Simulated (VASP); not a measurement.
# SbS5 (R32) in VASP: further runs

SbS5 is run at these levels: PBE; tasks: single point, relaxation of cell and atoms.

All numbers are computed with VASP 6.6.1; they aren't measurements. Logs are shortened: lines on timing, memory, paths and dates and some standing lists are left out, and cuts for length are marked.

### 1 The cell of the first run

It takes space group R32 (No. 155, trigonal). The conventional cell has a = 6.024 Å, b = 6.024 Å, c = 17.017 Å, α = 90.00°, β = 90.00°, γ = 120.00°. Within 4.6 Å of Sb (site symmetry 32) lie 12 S at 3.47 to 3.48 Å. Within 4.6 Å of S (site symmetry 2) lie 10 S at 3.47 to 3.49 Å and 2 Sb at 3.47 Å. S (site symmetry 3) has 9 S at 3.47 to 3.48 Å and 3 Sb at 3.48 Å within 4.6 Å.

The cell was generated, and may not be a known phase.

### 2 Single point, PBE

INCAR

```
PREC = Accurate
ENCUT = 520
EDIFF = 1E-6
ISMEAR = 0
SIGMA = 0.1
LREAL = False
LASPH = True
NELM = 80
ALGO = Normal
ISIF = 2
LWAVE = False
LCHARG = True
GGA = PE
LELF = True
LVHAR = True
NBANDS = 26
```

KPOINTS

```
regular mesh
0
Gamma
  3 3 3
```

POSCAR

```
SbS5
1.0
    3.0120371100      1.7390004400      5.6722914900
   -3.0120371100      1.7390004400      5.6722914900
    0.0000000000     -3.4780008800      5.6722914900
Sb S
1 5
Direct
    0.5000000000      0.5000000000      0.5000000000
    0.6659068300      0.3340931700      0.0000000000
    0.1671338100      0.1671338100      0.1671338100
    0.0000000000      0.6659068300      0.3340931700
    0.3340931700      0.0000000000      0.6659068300
    0.8328661900      0.8328661900      0.8328661900
```

Potentials or basis: VASP PAW PBE potentials, release 64 (Sb, S).

Launch:

```bash
> cat potpaw_PBE.64/Sb/POTCAR potpaw_PBE.64/S/POTCAR > POTCAR
> mpirun -np 1 vasp_std > vasp.out
```

OUTCAR:

```text
PREC = Accurate
   ENCUT = 520
   EDIFF = 1E-6
   ISMEAR = 0
   LREAL = False
   LASPH = True
   NELM = 80
   ISIF = 2
   GGA = PE

 ion  position               nearest neighbor table
   1  0.500  0.500  0.500-
   2  0.666  0.334  0.000-
   3  0.167  0.167  0.167-
   4  0.000  0.666  0.334-
   5  0.334  0.000  0.666-
   6  0.833  0.833  0.833-

  LATTYP: Found a trigonal (rhomboedric) cell.
 ALAT       =     6.6536742353
 COS(alpha) =     0.5901475216

  Lattice vectors:

 A1 = (   3.0120371100,   1.7390004400,   5.6722914900)
 A2 = (  -3.0120371100,   1.7390004400,   5.6722914900)
 A3 = (   0.0000000000,  -3.4780008800,   5.6722914900)

Analysis of symmetry for initial positions (statically):
=====================================================================
 Subroutine PRICEL returns:
 Original cell was already a primitive cell.

 Routine SETGRP: Setting up the symmetry group for a
 trigonal (rhombohedral) supercell.

 Subroutine GETGRP returns: Found  6 space group operations
 (whereof  6 operations were pure point group operations)
 out of a pool of 12 trial point group operations.

The static configuration has the point symmetry D_3 .

Analysis of symmetry for dynamics (positions and initial velocities):
=====================================================================
 Subroutine PRICEL returns:
 Original cell was already a primitive cell.

 Routine SETGRP: Setting up the symmetry group for a
 trigonal (rhombohedral) supercell.

 Subroutine GETGRP returns: Found  6 space group operations
 (whereof  6 operations were pure point group operations)
 out of a pool of 12 trial point group operations.

The dynamic configuration has the point symmetry D_3 .

 Subroutine INISYM returns: Found  6 space group operations
 (whereof  6 operations are pure point group operations),
 and found     1 'primitive' translations

----------------------------------------------------------------------------------------

                                     Primitive cell

  volume of cell :     178.2665

  direct lattice vectors                    reciprocal lattice vectors
     3.012037110  1.739000440  5.672291490     0.166000611  0.095840497  0.058765198
    -3.012037110  1.739000440  5.672291490    -0.166000611  0.095840497  0.058765198
     0.000000000 -3.478000880  5.672291490     0.000000000 -0.191680994  0.058765198

  length of vectors
     6.653674235  6.653674235  6.653674238     0.200486788  0.200486788  0.200486788

  position of ions in fractional coordinates (direct lattice)
     0.500000000  0.500000000  0.500000000
     0.665906830  0.334093170  0.000000000
     0.167133810  0.167133810  0.167133810
     1.000000000  0.665906830  0.334093170
     0.334093170  1.000000000  0.665906830
     0.832866190  0.832866190  0.832866190

  ion indices of the primitive-cell ions
   primitive index   ion index
                 1           1
                 2           2
                 3           3
                 4           4
                 5           5
                 6           6

----------------------------------------------------------------------------------------

 KPOINTS: regular mesh

Automatic generation of k-mesh.
 Grid dimensions read from file:
 generate k-points for:    3    3    3

 Generating k-lattice:

  Cartesian coordinates                     Fractional coordinates (reciprocal lattice)
     0.055333537  0.031946832  0.019588399     0.333333333 -0.000000000  0.000000000
    -0.055333537  0.031946832  0.019588399    -0.000000000  0.333333333  0.000000000
     0.000000000 -0.063893665  0.019588399     0.000000000  0.000000000  0.333333333

  Length of vectors
     0.066828929  0.066828929  0.066828929

  Shift w.r.t. Gamma in fractional coordinates (k-lattice)
     0.000000000  0.000000000  0.000000000

 Subroutine IBZKPT returns following result:
 ===========================================

 Found      6 irreducible k-points:

 Following reciprocal coordinates:
            Coordinates               Weight
  0.000000  0.000000  0.000000      1.000000
  0.333333 -0.000000 -0.000000      6.000000
  0.333333  0.333333 -0.000000      6.000000
 -0.333333  0.333333  0.000000      6.000000
  0.333333  0.333333  0.333333      2.000000
 -0.333333  0.333333  0.333333      6.000000
   k-points           NKPTS =      6   k-points in BZ     NKDIM =      6   number of bands    NBANDS=     26
   number of dos      NEDOS =    301   number of ions     NIONS =      6
   total plane-waves  NPLWV = 125000
   dimension x,y,z NGX =    50 NGY =   50 NGZ =   50
   dimension x,y,z NGXF=   100 NGYF=  100 NGZF=  100
   ions per type =               1   5
   NGX,Y,Z   is equivalent  to a cutoff of  12.49, 12.49, 12.49 a.u.
   NGXF,Y,Z  is equivalent  to a cutoff of  24.99, 24.99, 24.99 a.u.
 SYSTEM =  unknown system
   PREC   = accura    normal or accurate (medium, high low for compatibility)
   ISTART =      0    job   : 0-new  1-cont  2-samecut
   ICHARG =      2    charge: 1-file 2-atom 10-const
   ISPIN  =      1    spin polarized calculation?
   LNONCOLLINEAR =      F non collinear calculations
   LSORBIT =      F    spin-orbit coupling
   LASPH  =      T    aspherical Exc in radial PAW
   ENCUT  =  520.0 eV  38.22 Ry    6.18 a.u.  12.37 12.37 12.37*2*pi/ulx,y,z
   NELM   =     80;   NELMIN=  2; NELMDL= -5     # of ELM steps
   EDIFF  = 0.1E-05   stopping-criterion for ELM
   LREAL  =      F    real-space projection
   EDIFFG = 0.1E-04   stopping-criterion for IOM
   NSW    =      0    number of steps for IOM
   IBRION =     -1    ionic relax: 0-MD 1-quasi-New 2-CG
   NFREE  =      0    steps in history (QN), initial steepest desc. (CG)
   ISIF   =      2    stress and relaxation
   ISYM   =      2    0-nonsym 1-usesym 2-fastsym
   POTIM  = 0.5000    time-step for ionic-motion
   TEBEG  =    0.0;   TEEND  =   0.0 temperature during run
   PSTRESS=    0.0 pullay stress
   NELECT =      35.0000    total number of electrons
   NUPDOWN=      -1.0000    fix difference up-down
   EMIN   =  10.00;   EMAX   =-10.00  energy-range for DOS
   EFERMI =   0.00;   METHOD = LEGACY
   ISMEAR =     0;   SIGMA  =   0.10  broadening in eV -4-tet -1-fermi 0-gaus
   EFERMI_NEDOS =   21; number of points for ismear=-14 and -15
   IALGO  =     38    algorithm
   IMIX   =      4    mixing-type and parameters
     AMIX     =   0.40;   BMIX     =  1.00
     AMIX_MAG =   1.60;   BMIX_MAG =  1.00
  volume/ion in A,a.u.               =      29.71       200.50
  Fermi-wavevector in a.u.,A,eV,Ry     =   0.951497  1.798069 12.317996  0.905347
  Thomas-Fermi vector in A             =   2.079973
   LORBIT       =      0    0 simple, 1 ext, 2 COOP (PROOUT), +10 PAW based schemes
   GGA     = PE    functional components
   LHFCALC =     F    Hartree Fock is set to
   AEXX    =    0.0000 exact exchange contribution
   IVDW    =     0    specifies the selected vdW correction
   LEPSILON=     F    determine dielectric tensor
   LRPA    =     F    only Hartree local field effects (RPA)
 non-spin polarized calculation
 Gauss-broadening in eV      SIGMA  =   0.10
  energy-cutoff  :      520.00
  volume of cell :      178.27
 maximum number of plane-waves:      4819
 NGX is ok and might be reduce to    50
   NGX = 25   NGY = 25   NGZ = 25

 number of electron      34.9999998 magnetization

 Free energy of the ion-electron system (eV)
  ---------------------------------------------------
  ext. energy  EPLUGINS =         0.00000000
  ---------------------------------------------------
  free energy    TOTEN  =       -15.12193857 eV

  energy without entropy =      -15.07247068  energy(sigma->0) =      -15.09720463

 E-fermi :   1.6909     XC(G=0):  -8.5853

 val. band max:        1.6363266789   @ k =   0.3333  -0.0000  -0.0000
 cond. band min:       1.7104711513   @ k =  -0.3333   0.3333   0.0000
 fundamental gap:      0.0741444724
 Fermi energy:         1.6909250625

 k-point     1 :       0.0000    0.0000    0.0000
  band No.  band energies     occupation
      1     -10.6561      2.00000
      2      -9.4036      2.00000
      3      -9.1779      2.00000
      4      -9.1779      2.00000
      5      -9.1010      2.00000
      6      -6.5980      2.00000
[... 18 lines left out ...]
     25       9.3485      0.00000
     26       9.7406      0.00000

 k-point     2 :       0.3333   -0.0000   -0.0000
  band No.  band energies     occupation
      1     -10.3207      2.00000
      2      -9.5816      2.00000
      3      -9.3073      2.00000
      4      -9.2633      2.00000
      5      -9.1435      2.00000
      6      -6.8226      2.00000
[... 18 lines left out ...]
     25       9.0714      0.00000
     26       9.6324      0.00000

 k-point     3 :       0.3333    0.3333   -0.0000
  band No.  band energies     occupation
      1     -10.2414      2.00000
      2      -9.4470      2.00000
      3      -9.4318      2.00000
      4      -9.3750      2.00000
      5      -9.1533      2.00000
      6      -6.8961      2.00000
[... 18 lines left out ...]
     25       9.1195      0.00000
     26       9.3065      0.00000

 k-point     4 :      -0.3333    0.3333    0.0000
  band No.  band energies     occupation
      1      -9.8690      2.00000
      2      -9.7378      2.00000
      3      -9.5932      2.00000
      4      -9.3195      2.00000
      5      -9.1649      2.00000
      6      -6.9883      2.00000
[... 18 lines left out ...]
     25       8.9098      0.00000
     26       8.9892      0.00000

 k-point     5 :       0.3333    0.3333    0.3333
  band No.  band energies     occupation
      1     -10.3973      2.00000
      2      -9.7494      2.00000
      3      -9.1905      2.00000
      4      -9.1780      2.00000
      5      -9.1052      2.00000
      6      -6.7301      2.00000
[... 18 lines left out ...]
     25       8.4531      0.00000
     26       9.7684      0.00000

 k-point     6 :      -0.3333    0.3333    0.3333
  band No.  band energies     occupation
      1      -9.9768      2.00000
      2      -9.7655      2.00000
      3      -9.5622      2.00000
      4      -9.3112      2.00000
      5      -9.0752      2.00000
      6      -6.9171      2.00000
[... 18 lines left out ...]
     25       8.9310      0.00000
     26       9.4748      0.00000

------------------------ aborting loop because EDIFF is reached ----------------------------------------

  FORCE on cell =-STRESS in cart. coord.  units (eV):
  Direction    XX          YY          ZZ          XY          YZ          ZX
  --------------------------------------------------------------------------------------
  -------------------------------------------------------------------------------------
  Total      -12.6856824    -12.6856824    -15.0189888      0.0000000      0.0000000     -0.0000000
  in kB     -114.0130633   -114.0130638   -134.9837459      0.0000000      0.0000000     -0.0000000
  external PRESSURE =    -121.0032910 kB  Pullay stress =       0.0000000 kB

 VOLUME and BASIS-vectors are now :
 -----------------------------------------------------------------------------
  energy-cutoff  :      520.00
  volume of cell :      178.27
      direct lattice vectors                 reciprocal lattice vectors
     3.012037110  1.739000440  5.672291490     0.166000611  0.095840497  0.058765198
    -3.012037110  1.739000440  5.672291490    -0.166000611  0.095840497  0.058765198
     0.000000000 -3.478000880  5.672291490     0.000000000 -0.191680994  0.058765198

 POSITION                                       TOTAL-FORCE (eV/Angst)
 -----------------------------------------------------------------------------------
      0.00000      0.00000      8.50844         0.000000      0.000000      0.000000
      0.99944      1.73900      5.67229        -0.149488      0.000000      0.000000
      0.00000      0.00000      2.84410         0.000000      0.000000      0.224095
     -2.00574     -0.00396      5.67229         0.074744     -0.129460      0.000000
      1.00630     -1.73504      5.67229         0.074744      0.129460      0.000000
      0.00000      0.00000     14.17278         0.000000      0.000000     -0.224095
 -----------------------------------------------------------------------------------
    total drift:                                0.000000      0.000000      0.000000

  FREE ENERGIE OF THE ION-ELECTRON SYSTEM (eV)
  ---------------------------------------------------
  free  energy   TOTEN  =       -15.1219385729 eV

  energy  without entropy=      -15.0724706841  energy(sigma->0) =      -15.09720463
```

Run time: 32 s. Hardware: 1 thread of Intel Xeon 6975P-C (Granite Rapids), shared host; peak memory 0.33 GiB.

Results:

```yaml
Free_energy: -15.1219 eV
Pressure: -12.1 GPa
Largest_force: 0.224 eV/Å
Band_gap_on_the_k_mesh: zero (an odd number of electrons rules out a gap without spin polarisation)
```

Forces on the atoms (eV/Å):
```
Sb   0.000  0.000  0.000
S   -0.149  0.000  0.000
S    0.000  0.000  0.224
S    0.075 -0.129  0.000
S    0.075  0.129  0.000
S    0.000  0.000 -0.224
```

Caveat: the k points lie up to 0.42 Å⁻¹ apart, too coarse for converged energies and pressures of a metal; spin-orbit coupling is left out, which moves the levels of the heavy elements; an odd number of electrons without spin polarisation forces a metal; a magnetic or distorted state may lie lower.

### 3 Relaxation of cell and atoms, PBE

INCAR

```
SYSTEM = SbS5
PREC     = Accurate       ! precision mode
ENCUT    = 600            ! plane-wave cutoff, eV
EDIFF    = 1E-7           ! SCF threshold, eV
ISMEAR   = 0              ! smearing method
SIGMA    = 0.1            ! smearing width, eV
LREAL    = .FALSE.        ! projectors in reciprocal space
LASPH    = .TRUE.         ! aspherical terms in the spheres
NELM     = 80             ! most SCF steps
ALGO     = Normal         ! electronic algorithm
ISIF     = 3              ! what is computed and relaxed
LWAVE    = .FALSE.        ! write WAVECAR
LCHARG   = .FALSE.        ! write CHGCAR
GGA      = PE             ! functional
IBRION   = 2              ! ionic algorithm
NSW      = 90             ! ionic steps
EDIFFG   = -0.04          ! ionic threshold
```

KPOINTS

```
regular mesh
0
G
  3 3 3
  0 0 0
```

POSCAR is that of step 2.

Potentials or basis: VASP PAW PBE potentials, release 64 (Sb, S).

Launch:

```bash
> cat potpaw_PBE.64/Sb/POTCAR potpaw_PBE.64/S/POTCAR > POTCAR
> mpirun -np 1 vasp_std > vasp.out
```

It took 19 min on 1 thread of Intel Xeon 6975P-C (Granite Rapids), shared host; peak memory 0.43 GiB.

It converged, with:

```yaml
Free_energy: -23.3385 eV
Relaxed_volume: 24.47 Å³/atom
Relaxed_cell: a = 5.351 Å, b = 5.351 Å, c = 5.351 Å, α = 79.87°, β = 79.87°, γ = 79.87°
Space_group_after_relaxing_to_0.1_Å: R-3m (No. 166)
Energy_gained_by_relaxing: 1369.5 meV/atom
Ionic_steps: 44
Pressure_after_relaxing: 0.1 GPa
Largest_force_after_relaxing: 0.015 eV/Å
Band_gap_on_the_k_mesh: zero (an odd number of electrons rules out a gap without spin polarisation)
```

Forces on the atoms (eV/Å):
```
Sb   0.000  0.000  0.000
S   -0.015  0.000  0.000
S    0.000  0.000 -0.008
S    0.008 -0.013  0.000
S    0.008  0.013  0.000
S    0.000  0.000  0.008
```

Stress tensor (GPa, compression positive):
```
0.09 0.00 0.00
0.00 0.09 0.00
0.00 0.00 0.00
```

The path:
```csv
step,energy change (eV),largest force (eV/Å),pressure (GPa),volume (Å³)
1,0.0000,0.2242,-12.08,178.27
3,-4.4775,0.4087,-1.15,108.95
5,-4.4900,0.4060,0.09,107.16
7,-5.0430,0.6985,17.43,96.17
9,-5.1324,0.6306,13.25,97.90
11,-5.5221,0.7651,12.86,100.90
13,-5.5898,0.5343,12.73,103.65
15,-6.1736,0.5625,0.64,118.41
17,-6.2113,0.6107,-0.25,119.86
19,-6.4772,0.8864,-0.03,119.07
21,-6.7497,0.9339,1.58,118.33
23,-7.1047,0.3333,4.53,124.19
25,-7.3249,0.3821,-0.06,140.85
27,-7.3683,0.4035,-0.27,142.51
29,-7.6391,0.6471,-0.05,145.45
31,-7.7616,0.6574,0.59,146.43
33,-7.8808,0.5235,-1.38,151.41
35,-8.1388,0.2405,1.03,143.04
37,-8.1870,0.4058,-0.25,144.19
39,-8.2035,0.2144,0.08,144.46
41,-8.2136,0.0328,0.29,145.83
43,-8.2162,0.0246,0.13,146.37
44,-8.2170,0.0150,0.06,146.79
```

Final structure:
```
Sb S
1.0
     3.43473    1.98304    3.59190
    -3.43473    1.98304    3.59190
     0.00000   -3.96609    3.59190
Sb S
1 5
Direct
  0.50000 0.50000 0.50000
  0.50130 0.49870 0.00000
  0.21503 0.21503 0.21503
  0.00000 0.50130 0.49870
  0.49870 0.00000 0.50130
  0.78497 0.78497 0.78497
```

Levels at points of the mesh, in eV from the Fermi level:
```tsv
k point	band 15	band 16	band 17	band 18	band 19	band 20	band 21
(0.00, 0.00, 0.00)	-1.49	-1.36	-1.36	-0.68	3.43	3.43	3.45
```

Caveat: the k points lie up to 0.40 Å⁻¹ apart in the final cell, too coarse for converged energies and pressures of a metal; the volume moved by over 15 % at a fixed basis, so the end points are rough; spin-orbit coupling is left out, which moves the levels of the heavy elements; an odd number of electrons without spin polarisation forces a metal; a magnetic or distorted state may lie lower.

The gap in the log of VASP goes by the Fermi energy; the results here count the filled bands.